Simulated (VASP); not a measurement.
# KF (P4/mmm) in VASP: notebook, part 2 of 2

VASP 6.6.1.

**4. Single point, LDA**

This run uses another cell than the first one, of the same volume but with other edges.

The input, INCAR:

```
ALGO = Normal
EDIFF = 1E-6
ENCUT = 520
GGA = CA
ISIF = 2
ISMEAR = 0
LASPH = True
LCHARG = False
LREAL = False
LWAVE = False
NBANDS = 15
NELM = 100
PREC = Accurate
SIGMA = 0.05
```

The input, KPOINTS:

```
k-points
0
Gamma
  8 8 8
```

The input, POSCAR:

```
KF
1.0
    3.3508044840      0.0000000000      0.0000000000
    0.0000000000      3.3508044840      0.0000000000
    0.0000000000      0.0000000000      3.0827401253
K F
1 1
Direct
    0.0000000000      0.0000000000      0.0000000000
    0.5000000000      0.5000000000      0.5000000000
```

Potentials or basis: VASP PAW LDA potentials, release 64 (K_sv, F).

Launch:

```
$ cat potpaw_LDA.64/K_sv/POTCAR potpaw_LDA.64/F/POTCAR > POTCAR
$ mpirun -np 1 vasp_std > vasp.out
```

OUTCAR:

```text
EDIFF = 1E-6
   ENCUT = 520
   GGA = CA
   ISIF = 2
   ISMEAR = 0
   LASPH = True
   LREAL = False
   NELM = 100
   PREC = Accurate

 ion  position               nearest neighbor table
   1  0.000  0.000  0.000-   2 2.83   2 2.83   2 2.83   2 2.83   2 2.83   2 2.83   2 2.83   2 2.83

   2  0.500  0.500  0.500-   1 2.83   1 2.83   1 2.83   1 2.83   1 2.83   1 2.83   1 2.83   1 2.83

  LATTYP: Found a simple tetragonal cell.
 ALAT       =     3.3508044840
 C/A-ratio  =     0.9200000000

  Lattice vectors:

 A1 = (   3.3508044840,   0.0000000000,   0.0000000000)
 A2 = (   0.0000000000,   3.3508044840,   0.0000000000)
 A3 = (   0.0000000000,   0.0000000000,   3.0827401253)

Analysis of symmetry for initial positions (statically):
=====================================================================
 Subroutine PRICEL returns:
 Original cell was already a primitive cell.

 Routine SETGRP: Setting up the symmetry group for a
 simple tetragonal supercell.

 Subroutine GETGRP returns: Found 16 space group operations
 (whereof 16 operations were pure point group operations)
 out of a pool of 16 trial point group operations.

The static configuration has the point symmetry D_4h.

Analysis of symmetry for dynamics (positions and initial velocities):
=====================================================================
 Subroutine PRICEL returns:
 Original cell was already a primitive cell.

 Routine SETGRP: Setting up the symmetry group for a
 simple tetragonal supercell.

 Subroutine GETGRP returns: Found 16 space group operations
 (whereof 16 operations were pure point group operations)
 out of a pool of 16 trial point group operations.

The dynamic configuration has the point symmetry D_4h.

 Subroutine INISYM returns: Found 16 space group operations
 (whereof 16 operations are pure point group operations),
 and found     1 'primitive' translations

[... 116 lines left out ...]
  Fermi-wavevector in a.u.,A,eV,Ry     =   1.265814  2.392041 21.800402  1.602284
  Thomas-Fermi vector in A             =   2.399047
   LORBIT       =      0    0 simple, 1 ext, 2 COOP (PROOUT), +10 PAW based schemes
   GGA     = CA    functional components
   LHFCALC =     F    Hartree Fock is set to
   AEXX    =    0.0000 exact exchange contribution
   IVDW    =     0    specifies the selected vdW correction
   LEPSILON=     F    determine dielectric tensor
   LRPA    =     F    only Hartree local field effects (RPA)
 non-spin polarized calculation
 Gauss-broadening in eV      SIGMA  =   0.05
  energy-cutoff  :      520.00
  volume of cell :       34.61
 maximum number of plane-waves:       950
 NGX is ok and might be reduce to    28

 number of electron      16.0000009 magnetization

 Free energy of the ion-electron system (eV)
  ---------------------------------------------------
  ext. energy  EPLUGINS =         0.00000000
  ---------------------------------------------------
  free energy    TOTEN  =        -8.82749210 eV

  energy without entropy =       -8.82749210  energy(sigma->0) =       -8.82749210

 E-fermi :  -1.9573     XC(G=0):  -9.7253

 val. band max:       -2.2298010611   @ k =   0.5000   0.5000   0.0000
 cond. band min:       3.4347223983   @ k =   0.0000   0.0000   0.0000
 fundamental gap:      5.6645234595
 Fermi energy:        -1.9572906421

 k-point     1 :       0.0000    0.0000    0.0000
  band No.  band energies     occupation
      1     -29.0243      2.00000
      2     -20.9019      2.00000
      3     -12.3290      2.00000
      4     -12.3290      2.00000
      5     -12.0833      2.00000
      6      -2.5777      2.00000
      7      -2.5777      2.00000
      8      -2.2705      2.00000
      9       3.4347      0.00000
     10       5.4704      0.00000
     11       5.7088      0.00000
     12      10.9556      0.00000
     13      11.6088      0.00000
     14      11.6088      0.00000
[... 401 lines left out ...]
      2     -20.9137      2.00000
      3     -12.8833      2.00000
      4     -12.3283      2.00000
      5     -12.2039      2.00000
      6      -3.5191      2.00000
      7      -2.7935      2.00000
      8      -2.4612      2.00000
      9       6.7982      0.00000
     10       7.0468      0.00000
     11       7.4653      0.00000
     12       9.3826      0.00000
     13      10.7600      0.00000
     14      10.7876      0.00000
     15      13.5550      0.00000

 [... further k-points ...]
[... 5 lines left out ...]
  --------------------------------------------------------------------------------------
  -------------------------------------------------------------------------------------
  Total       -1.7147921     -1.7147921     -0.2219773      0.0000000      0.0000000      0.0000000
  in kB      -79.3755913    -79.3755913    -10.2750531      0.0000000      0.0000000      0.0000000
  external PRESSURE =     -56.3420786 kB  Pullay stress =       0.0000000 kB

 VOLUME and BASIS-vectors are now :
 -----------------------------------------------------------------------------
  energy-cutoff  :      520.00
  volume of cell :       34.61
      direct lattice vectors                 reciprocal lattice vectors
     3.350804484  0.000000000  0.000000000     0.298435795  0.000000000  0.000000000
     0.000000000  3.350804484  0.000000000     0.000000000  0.298435795  0.000000000
     0.000000000  0.000000000  3.082740125     0.000000000  0.000000000  0.324386734

 POSITION                                       TOTAL-FORCE (eV/Angst)
 -----------------------------------------------------------------------------------
      0.00000      0.00000      0.00000         0.000000      0.000000      0.000000
      1.67540      1.67540      1.54137         0.000000      0.000000      0.000000
 -----------------------------------------------------------------------------------
    total drift:                                0.000000      0.000000      0.000000

  FREE ENERGIE OF THE ION-ELECTRON SYSTEM (eV)
  ---------------------------------------------------
  free  energy   TOTEN  =        -8.8274921030 eV

  energy  without entropy=       -8.8274921030  energy(sigma->0) =       -8.82749210
```

OSZICAR:

```text
N       E                     dE             d eps       ncg     rms          rms(c)
DAV:   1     0.113806358901E+03    0.11381E+03   -0.82570E+03  2250   0.105E+03
DAV:   2    -0.526793738923E+01   -0.11907E+03   -0.10801E+03  2870   0.294E+02
DAV:   3    -0.986517678242E+01   -0.45972E+01   -0.45761E+01  2876   0.516E+01
DAV:   4    -0.998546552317E+01   -0.12029E+00   -0.12027E+00  3034   0.828E+00
DAV:   5    -0.998857970596E+01   -0.31142E-02   -0.31141E-02  3135   0.105E+00    0.570E+00
DAV:   6    -0.893314476803E+01    0.10554E+01   -0.25453E+00  2495   0.132E+01    0.384E+00
DAV:   7    -0.886755281103E+01    0.65592E-01   -0.79944E-02  2793   0.229E+00    0.215E+00
DAV:   8    -0.882733956202E+01    0.40213E-01   -0.48504E-02  2726   0.215E+00    0.257E-01
DAV:   9    -0.882746951473E+01   -0.12995E-03   -0.25277E-03  2647   0.497E-01    0.911E-02
DAV:  10    -0.882748589926E+01   -0.16385E-04   -0.18040E-04  3146   0.138E-01    0.605E-02
DAV:  11    -0.882749598601E+01   -0.10087E-04   -0.26783E-05  2724   0.608E-02    0.173E-02
DAV:  12    -0.882749205559E+01    0.39304E-05   -0.75730E-06  2691   0.343E-02    0.215E-03
DAV:  13    -0.882749210304E+01   -0.47454E-07   -0.50127E-07  1841   0.660E-03
   1 F= -.88274921E+01 E0= -.88274921E+01  d E =-.741760E-17
```

It took 23 s on 1 thread of Intel Xeon Platinum 8375C at 2.90GHz (Ice Lake), shared host; peak memory 0.16 GiB.

What came out:

```yaml
Free_energy: -8.8275 eV
Pressure: -5.6 GPa
Band_gap_on_the_k_mesh: 5.66 eV, indirect (least direct gap 5.71 eV)
```

Levels at points of the mesh, in eV from the valence-band top:
```csv
k point,band 5,band 6,band 7,band 8,band 9,band 10,band 11,band 12
"(0.00, 0.00, 0.00)",-9.85,-0.35,-0.35,-0.04,5.66,7.70,7.94,13.19
"(0.50, 0.00, 0.00)",-9.77,-1.48,-0.52,-0.12,8.51,8.87,10.16,12.09
"(0.50, 0.50, 0.00)",-9.71,-0.83,-0.83,0.00,8.23,8.44,12.19,12.19
"(0.00, 0.00, 0.50)",-9.91,-1.51,-0.44,-0.44,9.14,9.30,10.59,11.52
"(0.50, 0.00, 0.50)",-9.85,-0.91,-0.78,-0.28,7.76,8.64,10.90,11.53
"(0.50, 0.50, 0.50)",-10.49,-1.32,-1.25,-1.25,9.68,9.68,10.62,14.37
```

 A k mesh can miss the band edges.

**5. The runs side by side**

```csv
cell,gap on the mesh (eV),pressure (GPa)
"a = 3.067, b = 3.067, c = 3.680 Å, 2 atoms",5.34,-5.6
"a = 3.540, b = 3.540, c = 2.761 Å, 2 atoms",4.85,-4.7
"a = 3.351, b = 3.351, c = 3.083 Å, 2 atoms",5.66,-5.6
```

Alike in all rows: task single point; level LDA; potentials or basis VASP PAW LDA potentials, release 64 (K_sv, F); no spin polarisation; k mesh 8 × 8 × 8; cutoff (eV) 520; smearing gaussian 0.05 eV.

Absolute energies hang on the potentials; compare differences alone.
